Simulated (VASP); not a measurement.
# Co in VASP: further runs

Runs on Co. Level: PBE. Tasks: single point, relaxation of cell and atoms.

Program: VASP 6.6.1. These are calculated values, not measurements. Logs are shortened: lines on timing, memory, paths and dates and some standing lists are left out, and cuts for length are marked.

## Step 1: The cell of the first run

The structure is hexagonal, space group P6_3/mmc (No. 194). The conventional cell has a = 2.455 Å, b = 2.455 Å, c = 4.276 Å, α = 90.00°, β = 90.00°, γ = 120.00°. Co (site symmetry -6m2) has 12 Co at 2.45 to 2.56 Å within 3.2 Å.

## Step 2: Single point, PBE, collinear spin, ferromagnetic start (uniaxial strain along c: +6.0 %)

Input file INCAR:

```
ALGO = Normal ; EDIFF = 1E-6
ENCUT = 520 ; GGA = PE
ISIF = 2 ; ISMEAR = 0
ISPIN = 2 ; LASPH = T
LCHARG = F ; LMAXMIX = 4
LORBIT = 11 ; LREAL = F
LWAVE = F ; MAGMOM = 1.84 1.84
NBANDS = 20 ; NELM = 150
PREC = Accurate ; SIGMA = 0.1
```

Input file KPOINTS:

```
k-points
0
Gamma
  24 24 14
```

Input file POSCAR:

```
Co
1.0
    2.4547627600      0.0000000000      0.0000000000
   -1.2273813800      2.1258869105      0.0000000000
    0.0000000000      0.0000000000      4.2757690839
Co
2
Direct
    0.6666666944      0.3333333056      0.2500000000
    0.3333333056      0.6666666944      0.7500000000
```

Potentials or basis: VASP PAW PBE potentials, release 64 (Co).

Command:

```console
$ cat potpaw_PBE.64/Co/POTCAR > POTCAR
$ mpirun -np 1 vasp_std > vasp.out
```

OUTCAR:

```text
EDIFF = 1E-6
   ENCUT = 520
   GGA = PE
   ISIF = 2
   ISMEAR = 0
   ISPIN = 2
   LASPH = T
   LORBIT = 11
   LREAL = F
   NELM = 150
   PREC = Accurate

 ion  position               nearest neighbor table
   1  0.667  0.333  0.250-   2 2.56   2 2.56   2 2.56   2 2.56   2 2.56   2 2.56
   2  0.333  0.667  0.750-   1 2.56   1 2.56   1 2.56   1 2.56   1 2.56   1 2.56

  LATTYP: Found a hexagonal cell.
 ALAT       =     2.4547627600
 C/A-ratio  =     1.7418257901

  Lattice vectors:

 A1 = (   2.4547627600,   0.0000000000,   0.0000000000)
 A2 = (  -1.2273813800,   2.1258869105,   0.0000000000)
 A3 = (   0.0000000000,   0.0000000000,   4.2757690839)

Analysis of symmetry for initial positions (statically):
=====================================================================
 Subroutine PRICEL returns:
 Original cell was already a primitive cell.

 Routine SETGRP: Setting up the symmetry group for a
 hexagonal supercell.

 Subroutine GETGRP returns: Found 24 space group operations
 (whereof 12 operations were pure point group operations)
 out of a pool of 24 trial point group operations.

The static configuration has the point symmetry D_3d.
 The point group associated with its full space group is D_6h.

Analysis of symmetry for dynamics (positions and initial velocities):
=====================================================================
 Subroutine PRICEL returns:
 Original cell was already a primitive cell.

 Routine SETGRP: Setting up the symmetry group for a
 hexagonal supercell.

 Subroutine GETGRP returns: Found 24 space group operations
 (whereof 12 operations were pure point group operations)
 out of a pool of 24 trial point group operations.

The dynamic configuration has the point symmetry D_3d.
 The point group associated with its full space group is D_6h.

Analysis of structural, dynamic, and magnetic symmetry:
=====================================================================
 Subroutine PRICEL returns:
 Original cell was already a primitive cell.

 Routine SETGRP: Setting up the symmetry group for a
 hexagonal supercell.

 Subroutine GETGRP returns: Found 24 space group operations
 (whereof 12 operations were pure point group operations)
 out of a pool of 24 trial point group operations.

The overall configuration has the point symmetry D_3d.
 The point group associated with its full space group is D_6h.

 Subroutine INISYM returns: Found 24 space group operations
 (whereof 12 operations are pure point group operations),
 and found     1 'primitive' translations

----------------------------------------------------------------------------------------

                                     Primitive cell

  volume of cell :      22.3133

  direct lattice vectors                    reciprocal lattice vectors
     2.454762760  0.000000000  0.000000000     0.407371342  0.235195954  0.000000000
    -1.227381380  2.125886910  0.000000000     0.000000000  0.470391908  0.000000000
     0.000000000  0.000000000  4.275769084     0.000000000  0.000000000  0.233876054

  length of vectors
     2.454762760  2.454762760  4.275769084     0.470391908  0.470391908  0.233876054

  position of ions in fractional coordinates (direct lattice)
     0.666666694  0.333333306  0.250000000
     0.333333306  0.666666694  0.750000000

  ion indices of the primitive-cell ions
   primitive index   ion index
                 1           1
                 2           2

----------------------------------------------------------------------------------------

 KPOINTS: k-points

Automatic generation of k-mesh.
 Grid dimensions read from file:
 generate k-points for:   24   24   14

 Generating k-lattice:

  Cartesian coordinates                     Fractional coordinates (reciprocal lattice)
     0.016973806  0.009799831  0.000000000     0.041666667  0.000000000  0.000000000
     0.000000000  0.019599663  0.000000000     0.000000000  0.041666667  0.000000000
     0.000000000  0.000000000  0.016705432     0.000000000  0.000000000  0.071428571

  Length of vectors
     0.019599663  0.019599663  0.016705432

  Shift w.r.t. Gamma in fractional coordinates (k-lattice)
     0.000000000  0.000000000  0.000000000

 Subroutine IBZKPT returns following result:
 ===========================================

 Found    488 irreducible k-points:

 Following reciprocal coordinates:
            Coordinates               Weight
  0.000000  0.000000  0.000000      1.000000
  0.041667  0.000000  0.000000      6.000000
  0.083333  0.000000  0.000000      6.000000
  0.125000  0.000000  0.000000      6.000000
  0.166667  0.000000  0.000000      6.000000
  0.208333  0.000000  0.000000      6.000000
[... 16 lines left out ...]
  0.416667  0.041667  0.000000     12.000000
  0.458333  0.041667  0.000000     12.000000
 [... further k-points ...]
   k-points           NKPTS =    488   k-points in BZ     NKDIM =    488   number of bands    NBANDS=     20
   number of dos      NEDOS =    301   number of ions     NIONS =      2
   total plane-waves  NPLWV =  10368
   dimension x,y,z NGX =    18 NGY =   18 NGZ =   32
   dimension x,y,z NGXF=    36 NGYF=   36 NGZF=   64
   ions per type =               2
   NGX,Y,Z   is equivalent  to a cutoff of  12.19, 12.19, 12.44 a.u.
   NGXF,Y,Z  is equivalent  to a cutoff of  24.38, 24.38, 24.88 a.u.
 SYSTEM =  unknown system
   PREC   = accura    normal or accurate (medium, high low for compatibility)
   ISTART =      0    job   : 0-new  1-cont  2-samecut
   ICHARG =      2    charge: 1-file 2-atom 10-const
   ISPIN  =      2    spin polarized calculation?
   LNONCOLLINEAR =      F non collinear calculations
   LSORBIT =      F    spin-orbit coupling
   LASPH  =      T    aspherical Exc in radial PAW
   ENCUT  =  520.0 eV  38.22 Ry    6.18 a.u.   4.56  4.56  7.95*2*pi/ulx,y,z
   NELM   =    150;   NELMIN=  2; NELMDL= -5     # of ELM steps
   EDIFF  = 0.1E-05   stopping-criterion for ELM
   LREAL  =      F    real-space projection
[... 7 lines left out ...]
   TEBEG  =    0.0;   TEEND  =   0.0 temperature during run
   PSTRESS=    0.0 pullay stress
   NELECT =      18.0000    total number of electrons
   NUPDOWN=      -1.0000    fix difference up-down
   EMIN   =  10.00;   EMAX   =-10.00  energy-range for DOS
   EFERMI =   0.00;   METHOD = LEGACY
   ISMEAR =     0;   SIGMA  =   0.10  broadening in eV -4-tet -1-fermi 0-gaus
   EFERMI_NEDOS =   21; number of points for ismear=-14 and -15
   IALGO  =     38    algorithm
   IMIX   =      4    mixing-type and parameters
     AMIX     =   0.40;   BMIX     =  1.00
     AMIX_MAG =   1.60;   BMIX_MAG =  1.00
  volume/ion in A,a.u.               =      11.16        75.29
  Fermi-wavevector in a.u.,A,eV,Ry     =   1.523974  2.879894 31.599506  2.322498
  Thomas-Fermi vector in A             =   2.632345
   LORBIT       =     11    0 simple, 1 ext, 2 COOP (PROOUT), +10 PAW based schemes
   GGA     = PE    functional components
   LHFCALC =     F    Hartree Fock is set to
   AEXX    =    0.0000 exact exchange contribution
   IVDW    =     0    specifies the selected vdW correction
   LEPSILON=     F    determine dielectric tensor
   LRPA    =     F    only Hartree local field effects (RPA)
 spin polarized calculation
 Gauss-broadening in eV      SIGMA  =   0.10
  energy-cutoff  :      520.00
  volume of cell :       22.31
 maximum number of plane-waves:       620
   NGX =  9   NGY =  9   NGZ = 15

 number of electron      17.9999975 magnetization       3.2957980

 Free energy of the ion-electron system (eV)
  ---------------------------------------------------
  ext. energy  EPLUGINS =         0.00000000
  ---------------------------------------------------
  free energy    TOTEN  =       -13.99541130 eV

  energy without entropy =      -13.98516067  energy(sigma->0) =      -13.99028598

 E-fermi :   9.9211     XC(G=0): -13.2381

 val. band max:        9.9204918735   @ k =   0.2083   0.0833   0.4286
 cond. band min:       9.9218033528   @ k =   0.2917   0.0000   0.4286
 fundamental gap:      0.0013114793
 Fermi energy:         9.9211039047

 spin component 1

 k-point     1 :       0.0000    0.0000    0.0000
  band No.  band energies     occupation
      1       1.1201      1.00000
      2       4.7569      1.00000
      3       6.9409      1.00000
      4       7.3488      1.00000
      5       7.3488      1.00000
      6       7.5712      1.00000
[... 12 lines left out ...]
     19      36.7764      0.00000
     20      36.7764      0.00000
[... 507 lines left out ...]
 k-point    24 :       0.4583    0.0417    0.0000
  band No.  band energies     occupation
      1       5.2287      1.00000
      2       5.3039      1.00000
      3       5.4660      1.00000
      4       7.1361      1.00000
      5       7.3633      1.00000
      6       7.5146      1.00000
[... 12 lines left out ...]
     19      32.8826      0.00000
     20      34.1526      0.00000

 [... further k-points ...]

 spin component 2

 k-point     1 :       0.0000    0.0000    0.0000
  band No.  band energies     occupation
      1       1.1218      1.00000
      2       5.6304      1.00000
      3       8.5047      1.00000
      4       8.9915      1.00000
      5       8.9915      1.00000
      6       8.9960      1.00000
[... 12 lines left out ...]
     19      37.0495      0.00000
     20      37.0495      0.00000
[... 507 lines left out ...]
 k-point    24 :       0.4583    0.0417    0.0000
  band No.  band energies     occupation
      1       6.1793      1.00000
      2       6.4698      1.00000
      3       6.7646      1.00000
      4       8.3300      1.00000
      5       8.7058      1.00000
      6       9.0531      1.00000
[... 12 lines left out ...]
     19      33.2659      0.00000
     20      34.4722      0.00000

 [... further k-points ...]

------------------------ aborting loop because EDIFF is reached ----------------------------------------

  FORCE on cell =-STRESS in cart. coord.  units (eV):
  Direction    XX          YY          ZZ          XY          YZ          ZX
  --------------------------------------------------------------------------------------
  -------------------------------------------------------------------------------------
  Total        0.2670566      0.2670566     -2.4302140     -0.0000000      0.0000000      0.0000000
  in kB       19.1756452     19.1756452   -174.4982930     -0.0000000      0.0000000      0.0000000
  external PRESSURE =     -45.3823342 kB  Pullay stress =       0.0000000 kB

 VOLUME and BASIS-vectors are now :
 -----------------------------------------------------------------------------
  energy-cutoff  :      520.00
  volume of cell :       22.31
      direct lattice vectors                 reciprocal lattice vectors
     2.454762760  0.000000000  0.000000000     0.407371342  0.235195954  0.000000000
    -1.227381380  2.125886910  0.000000000     0.000000000  0.470391908  0.000000000
     0.000000000  0.000000000  4.275769084     0.000000000  0.000000000  0.233876054

 POSITION                                       TOTAL-FORCE (eV/Angst)
 -----------------------------------------------------------------------------------
      1.22738      0.70863      1.06894        -0.000000     -0.000000      0.000000
     -0.00000      1.41726      3.20683         0.000000      0.000000      0.000000
 -----------------------------------------------------------------------------------
    total drift:                                0.000000     -0.000000     -0.000002

  FREE ENERGIE OF THE ION-ELECTRON SYSTEM (eV)
  ---------------------------------------------------
  free  energy   TOTEN  =       -13.9954112972 eV

  energy  without entropy=      -13.9851606722  energy(sigma->0) =      -13.99028598

 total charge

# of ion       s       p       d       tot
------------------------------------------
    1        0.480   0.500   7.245   8.225
    2        0.480   0.500   7.245   8.225
--------------------------------------------------
tot          0.960   1.000  14.490  16.450

 magnetization (x)

# of ion       s       p       d       tot
------------------------------------------
    1       -0.013  -0.051   1.736   1.672
    2       -0.013  -0.051   1.736   1.672
--------------------------------------------------
tot         -0.026  -0.102   3.471   3.343
```

It took 6.6 min on 1 thread of Intel Xeon Platinum 8175M at 2.50GHz (Skylake/Cascade Lake), shared host; peak memory 0.38 GiB.

Results:

| Property | Result |
| --- | --- |
| Free energy | -13.9954 eV |
| Pressure | -4.5 GPa |
| Net moment | 3.30 μB per cell |
| Site moments | Co +1.67 μB |
| Valence electrons inside the program's atomic spheres | Co 8.22 |

Levels at points of the mesh, in eV from the Fermi level:
Spin up:
| k point | band 9 | band 10 | band 11 | band 12 | band 13 | band 14 |
| --- | --- | --- | --- | --- | --- | --- |
| (0.00, 0.00, 0.00) | -1.79 | -0.99 | -0.99 | -0.86 | 5.02 | 22.68 |
| (0.50, 0.00, 0.00) | -0.59 | -0.50 | 1.34 | 3.37 | 8.99 | 9.62 |
| (0.00, 0.00, 0.50) | -1.27 | -1.27 | -1.27 | -1.27 | 12.79 | 12.79 |
| (0.50, 0.00, 0.50) | -0.54 | -0.54 | 1.59 | 1.59 | 7.16 | 7.16 |
Spin down:
```tsv
k point	band 3	band 4	band 5	band 6	band 7	band 8	band 9	band 10	band 11	band 12
(0.00, 0.00, 0.00)	-1.42	-0.93	-0.93	-0.93	-0.67	-0.67	0.12	0.12	1.01	1.01
(0.50, 0.00, 0.00)	-3.17	-1.54	-1.22	-0.87	-0.76	1.12	1.29	1.39	2.45	4.25
(0.00, 0.00, 0.50)	-1.82	-1.82	-0.92	-0.92	-0.92	-0.92	0.70	0.70	0.70	0.70
(0.50, 0.00, 0.50)	-2.47	-2.47	0.08	0.08	0.25	0.25	1.35	1.35	2.10	2.10
```

Caveat: the cell differs from its parent crystal (uniaxial strain along c: +6.0 %); the stress differs along the axes, from -17 to 2 GPa.

## Step 3: Single point, PBE, collinear spin, ferromagnetic start (uniaxial strain along c: +6.0 %, then relaxed in part)

Input file INCAR:

```
SYSTEM = Co
ALGO = Normal
EDIFF = 1E-6
ENCUT = 520
GGA = PE
ISIF = 2
ISMEAR = 0
ISPIN = 2
LASPH = .True.
LCHARG = .True.
LELF = .True.
LMAXMIX = 4
LORBIT = 11
LREAL = .False.
LVHAR = .True.
LWAVE = .False.
MAGMOM = 1.84 1.84
NBANDS = 20
NELM = 150
PREC = Accurate
SIGMA = 0.1
```

Input file KPOINTS:

```
k-points
0
Gamma
  24 24 14
  0 0 0
```

Input file POSCAR:

```
Co
1.0
    2.4671613535      0.0000000000      0.0000000000
   -1.2335806767      2.1366244073      0.0000000000
    0.0000000000      0.0000000000      4.2757690839
Co
2
Direct
    0.6666666671      0.3333333329      0.2500000000
    0.3333333329      0.6666666671      0.7500000000
```

Potentials or basis: VASP PAW PBE potentials, release 64 (Co).

Command:

```console
$ cat potpaw_PBE.64/Co/POTCAR > POTCAR
$ mpirun -np 1 vasp_std > vasp.out
```

Run time: 6.3 min. Hardware: 1 thread of Intel Xeon Platinum 8175M at 2.50GHz (Skylake/Cascade Lake), shared host; peak memory 0.38 GiB.

Results (log left out):

- Free energy: -13.9963 eV
- Pressure: -6.5 GPa
- Net moment: 3.31 μB per cell
- Site moments: Co +1.68 μB
- Valence electrons inside the program's atomic spheres: Co 8.21

Stress tensor (GPa, compression positive):
```
 -0.74   0.00   0.00
  0.00  -0.74   0.00
  0.00   0.00 -18.11
```

Levels at points of the mesh, in eV from the Fermi level:
Spin up:
| k point | band 7 | band 8 | band 9 | band 10 | band 11 | band 12 | band 13 | band 14 | band 15 | band 16 |
| --- | --- | --- | --- | --- | --- | --- | --- | --- | --- | --- |
| (0.00, 0.00, 0.00) | -2.34 | -1.80 | -1.80 | -1.00 | -1.00 | -0.80 | 5.01 | 22.53 | 22.78 | 25.17 |
| (0.50, 0.00, 0.00) | -2.30 | -0.91 | -0.62 | -0.53 | 1.30 | 3.31 | 8.95 | 9.55 | 11.94 | 13.01 |
| (0.00, 0.00, 0.50) | -2.57 | -2.57 | -1.27 | -1.27 | -1.27 | -1.27 | 12.81 | 12.81 | 23.17 | 23.17 |
| (0.50, 0.00, 0.50) | -1.15 | -1.15 | -0.57 | -0.57 | 1.58 | 1.58 | 7.05 | 7.05 | 17.89 | 17.89 |
Spin down:
```
           k point  band 3  band 4  band 5  band 6  band 7  band 8  band 9  band 10  band 11  band 12
(0.00, 0.00, 0.00)   -1.36   -0.91   -0.91   -0.86   -0.64   -0.64    0.10     0.10     1.00     1.00
(0.50, 0.00, 0.00)   -3.12   -1.54   -1.18   -0.84   -0.77    1.12    1.27     1.37     2.43     4.19
(0.00, 0.00, 0.50)   -1.76   -1.76   -0.90   -0.90   -0.90   -0.90    0.69     0.69     0.69     0.69
(0.50, 0.00, 0.50)   -2.41   -2.41    0.08    0.08    0.25    0.25    1.33     1.33     2.08     2.08
```

Caveat: the cell differs from its parent crystal (uniaxial strain along c: +6.0 %, then relaxed in part); the stress differs along the axes, from -18 to -1 GPa.

(Continued in part 2 of 2.)
